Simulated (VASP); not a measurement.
# Be12Si in VASP: a series of runs, part 3 of 3

VASP 6.6.1. Earlier steps stand in the parts before.

## Step 5: Single point, PBE

File INCAR:

```
  PREC = Accurate
  ENCUT = 520
  EDIFF = 1E-7
  ISMEAR = 0
  SIGMA = 0.15
  LREAL = False
  LASPH = True
  NELM = 100
  ALGO = Normal
  ISIF = 2
  LWAVE = False
  LCHARG = False
  GGA = PE
  NBANDS = 26
```

File KPOINTS:

```
regular mesh
0
Gamma
  6 6 1
```

File POSCAR:

```
Be12Si
1.0
    4.5800000000      0.0000000000      0.0000000000
    2.2900000000      3.9663960000      0.0000000000
    0.0000000000      0.0000000000     16.5884300000
Be Si
12 1
Direct
    0.0000000000      0.0000000000      0.0602829804
    0.5000000000      0.0000000000      0.0602829804
    0.0000000000      0.5000000000      0.0602829804
    0.5000000000      0.5000000000      0.0602829804
   -0.1777877998      0.3357511454      0.1702125518
    0.3388330303      0.3306797909      0.1691342701
   -0.1681031669      0.8342286045      0.1655652765
    0.3356494812      0.8331770201      0.1712014941
   -0.0051841948      0.0029941539      0.2754282955
    0.5084260901     -0.0056469399      0.2840899350
   -0.0042415868      0.4945338287      0.2698085352
    0.4850947098      0.5086463883      0.2861468505
    0.9724756396      0.7248260133      0.3867511271
```

Potentials or basis: VASP PAW PBE potentials, release 64 (Be, Si).

Run with:

```
> cat potpaw_PBE.64/Be/POTCAR potpaw_PBE.64/Si/POTCAR > POTCAR
> mpirun -np 1 vasp_std > vasp.out
```

OUTCAR:

```text
PREC = Accurate
   ENCUT = 520
   EDIFF = 1E-7
   ISMEAR = 0
   LREAL = False
   LASPH = True
   NELM = 100
   ISIF = 2
   GGA = PE

 ion  position               nearest neighbor table
   1  0.000  0.000  0.060-   7 2.19   5 2.26   8 2.27   3 2.29   3 2.29   4 2.29   4 2.29   2 2.29
                             2 2.29
   2  0.500  0.000  0.060-   7 2.19   6 2.23   8 2.26   4 2.29   3 2.29   4 2.29   3 2.29   1 2.29
                             1 2.29
   3  0.000  0.500  0.060-   7 2.19   6 2.25   5 2.27   1 2.29   1 2.29   2 2.29   2 2.29   4 2.29
                             4 2.29
   4  0.500  0.500  0.060-   5 2.23   6 2.23   8 2.27   2 2.29   1 2.29   2 2.29   1 2.29   3 2.29
                             3 2.29
   5  0.822  0.336  0.170-  11 2.11   9 2.19   6 2.23   4 2.23   8 2.25   1 2.26   3 2.27   7 2.28
                             7 2.31   8 2.33  12 2.34   6 2.35
   6  0.339  0.331  0.169-  11 2.15   5 2.23   4 2.23   2 2.23   3 2.25   7 2.27   8 2.29   8 2.29
                             7 2.31  10 2.33  12 2.33   5 2.35
   7  0.832  0.834  0.166-   2 2.19   1 2.19  11 2.19   3 2.19   9 2.25   6 2.27   5 2.28   8 2.28
                             8 2.31   5 2.31   6 2.31  10 2.35
   8  0.336  0.833  0.171-   9 2.19   5 2.25   2 2.26   4 2.27   1 2.27   7 2.28   6 2.29  10 2.29
                             6 2.29  12 2.30   7 2.31   5 2.33
   9  0.995  0.003  0.275-   5 2.19   8 2.19   7 2.25  10 2.25  11 2.26  12 2.26  13 2.27  11 2.33
                            12 2.33  10 2.34
  10  0.508  0.994  0.284-   9 2.25  11 2.27  12 2.28   8 2.29  12 2.30   6 2.33  11 2.33   9 2.34
                             7 2.35  13 2.51
  11  0.996  0.495  0.270-   5 2.11   6 2.15  13 2.19   7 2.19   9 2.26  10 2.27  12 2.29  12 2.32
                             9 2.33  10 2.33
  12  0.485  0.509  0.286-   9 2.26  10 2.28  11 2.29   8 2.30  10 2.30  11 2.32   6 2.33   9 2.33
                             5 2.34  13 2.64
  13  0.972  0.725  0.387-  11 2.19   9 2.27  10 2.51  12 2.64

  LATTYP: Found a hexagonal cell.
 ALAT       =     4.5799996975
 C/A-ratio  =     3.6219281868

  Lattice vectors:

[... 180 lines left out ...]
  energy-cutoff  :      520.00
  volume of cell :      301.35
 maximum number of plane-waves:      8143
 NGX is ok and might be reduce to    36
   NGX = 17   NGY = 17   NGZ = 61

 number of electron      28.0000000 magnetization

 Free energy of the ion-electron system (eV)
  ---------------------------------------------------
  ext. energy  EPLUGINS =         0.00000000
  ---------------------------------------------------
  free energy    TOTEN  =       -45.89232735 eV

  energy without entropy =      -45.86018210  energy(sigma->0) =      -45.87625473

 E-fermi :  -0.5773     XC(G=0):  -5.3028

 val. band max:       -0.6062540352   @ k =  -0.3333   0.3333   0.0000
 cond. band min:      -0.5308427053   @ k =   0.1667  -0.0000   0.0000
 fundamental gap:      0.0754113298
 Fermi energy:        -0.5773386573

 k-point     1 :       0.0000    0.0000    0.0000
  band No.  band energies     occupation
      1     -10.5888      2.00000
      2      -9.1658      2.00000
      3      -7.2217      2.00000
      4      -4.3066      2.00000
      5      -4.2377      2.00000
      6      -4.2218      2.00000
[... 569 lines left out ...]
     25       5.7012      0.00000
     26       6.2472      0.00000

------------------------ aborting loop because EDIFF is reached ----------------------------------------

  FORCE on cell =-STRESS in cart. coord.  units (eV):
  Direction    XX          YY          ZZ          XY          YZ          ZX
  --------------------------------------------------------------------------------------
  -------------------------------------------------------------------------------------
  Total       -9.0653384     -7.7205483      0.5568748      1.1689343      0.1032254      0.3246281
  in kB      -48.1978614    -41.0479899      2.9607471      6.2148957      0.5488206      1.7259567
  external PRESSURE =     -28.7617014 kB  Pullay stress =       0.0000000 kB

 VOLUME and BASIS-vectors are now :
 -----------------------------------------------------------------------------
  energy-cutoff  :      520.00
  volume of cell :      301.35
      direct lattice vectors                 reciprocal lattice vectors
     4.580000000  0.000000000  0.000000000     0.218340611 -0.126059022  0.000000000
     2.290000000  3.966396000  0.000000000     0.000000000  0.252118044  0.000000000
     0.000000000  0.000000000 16.588430000     0.000000000  0.000000000  0.060282980

 POSITION                                       TOTAL-FORCE (eV/Angst)
 -----------------------------------------------------------------------------------
      0.00000      0.00000      1.00000         0.195568      0.217261     -0.063377
      2.29000      0.00000      1.00000        -0.227287      0.084008      0.029925
      1.14500      1.98320      1.00000        -0.126946     -0.274077     -0.173096
      3.43500      1.98320      1.00000         0.101458     -0.020650      0.162940
      4.53460      1.33172      2.82356         0.017083     -0.027091     -0.076121
      2.30911      1.31161      2.80567         0.000035      0.000548     -0.021445
      5.72047      3.30888      2.74647        -0.012804      0.000254      0.006032
      3.44525      3.30471      2.83996         0.010243     -0.019768     -0.018844
      4.56311      0.01188      4.56892        -0.000313      0.004790      0.007509
      4.60566      3.94400      4.71261         0.027313      0.016891      0.028851
      5.69306      1.96152      4.47570        -0.026772     -0.021894     -0.021016
      3.38653      2.01749      4.74673        -0.035913      0.018800      0.027645
      6.11379      2.87495      6.41559         0.078337      0.020929      0.110996
 -----------------------------------------------------------------------------------
    total drift:                               -0.000012     -0.000013      0.000068

  FREE ENERGIE OF THE ION-ELECTRON SYSTEM (eV)
  ---------------------------------------------------
  free  energy   TOTEN  =       -45.8923273500 eV

  energy  without entropy=      -45.8601821007  energy(sigma->0) =      -45.87625473
```

Wall time 3.7 min (1 thread of AMD EPYC 9R45 (Zen 5), shared host); peak memory 0.42 GiB.

What came out:

```
Free energy            : -45.8923 eV
Largest force          : 0.348 eV/Å
Band gap on the k mesh : zero (band 14 reaches -0.61 eV, above the bottom of band 15 at -0.73 eV)
```

Forces on the atoms (eV/Å):
```
Be   0.196  0.217 -0.063
Be  -0.227  0.084  0.030
Be  -0.127 -0.274 -0.173
Be   0.101 -0.021  0.163
Be   0.017 -0.027 -0.076
Be   0.000  0.001 -0.021
Be  -0.013  0.000  0.006
Be   0.010 -0.020 -0.019
Be   0.000  0.005  0.008
Be   0.027  0.017  0.029
Be  -0.027 -0.022 -0.021
Be  -0.036  0.019  0.028
Si   0.078  0.021  0.111
```

Levels at points of the mesh, in eV from the Fermi level:
| k point | band 10 | band 11 | band 12 | band 13 | band 14 | band 15 | band 16 | band 17 | band 18 | band 19 |
| --- | --- | --- | --- | --- | --- | --- | --- | --- | --- | --- |
| (0.00, 0.00, 0.00) | -2.32 | -1.94 | -1.85 | -1.82 | -1.34 | -0.15 | 0.75 | 1.86 | 2.60 | 2.97 |
| (0.50, 0.00, 0.00) | -2.57 | -1.78 | -0.71 | -0.60 | -0.14 | 0.37 | 1.63 | 2.68 | 2.97 | 3.13 |
| (0.50, 0.50, 0.00) | -2.57 | -1.75 | -0.68 | -0.59 | -0.16 | 0.31 | 1.67 | 2.56 | 2.94 | 3.15 |
| (0.00, 0.50, 0.00) | -2.57 | -1.75 | -0.66 | -0.57 | -0.19 | 0.31 | 1.65 | 2.55 | 2.96 | 3.16 |
